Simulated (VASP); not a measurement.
Here is a VASP 6.6.1 calculation.

INCAR

```
PREC = Accurate ; ENCUT = 520
EDIFF = 1E-6 ; ISMEAR = 0
SIGMA = 0.1 ; LREAL = F
LASPH = T ; NELM = 100
ALGO = Normal ; ISIF = 2
LWAVE = F ; LCHARG = F
LDIPOL = T ; IDIPOL = 3
DIPOL = 0.5 0.5 0.297 ; GGA = PE
NBANDS = 28
```

File KPOINTS:

```
regular mesh
0
Gamma
  10 10 1
```

POSCAR

```
ZrBr2F2
1.0
    4.2185524913      0.0000000000      0.0000000000
    0.0000000000      4.2185524913      0.0000000000
    0.0000000000      0.0000000000     30.0053603200
Zr Br F
1 2 2
Direct
    0.5000000000      0.5000000000      0.2854633063
    0.5000000000      0.0000000000      0.3462978764
    0.0000000000      0.5000000000      0.3462978764
    0.0000000000      0.5000000000      0.2545376119
    0.5000000000      0.0000000000      0.2545376119
```

Potentials or basis: VASP PAW PBE potentials, release 64 (Zr_sv, Br, F).

Launch:

```console
$ cat potpaw_PBE.64/Zr_sv/POTCAR potpaw_PBE.64/Br/POTCAR potpaw_PBE.64/F/POTCAR > POTCAR
$ mpirun -np 1 vasp_std > vasp.out
```

Task: Estimate the largest force.

Result: 0.011 eV/Å.

Task: Predict the band gap on the k mesh.

Result: Zero (band 20 reaches -2.66 eV, above the bottom of band 21 at -2.94 eV).

Forces on the atoms (eV/Å):
```
Zr   0.000  0.000  0.004
Br   0.000  0.000  0.009
Br   0.000  0.000  0.009
F    0.000  0.000 -0.011
F    0.000  0.000 -0.011
```
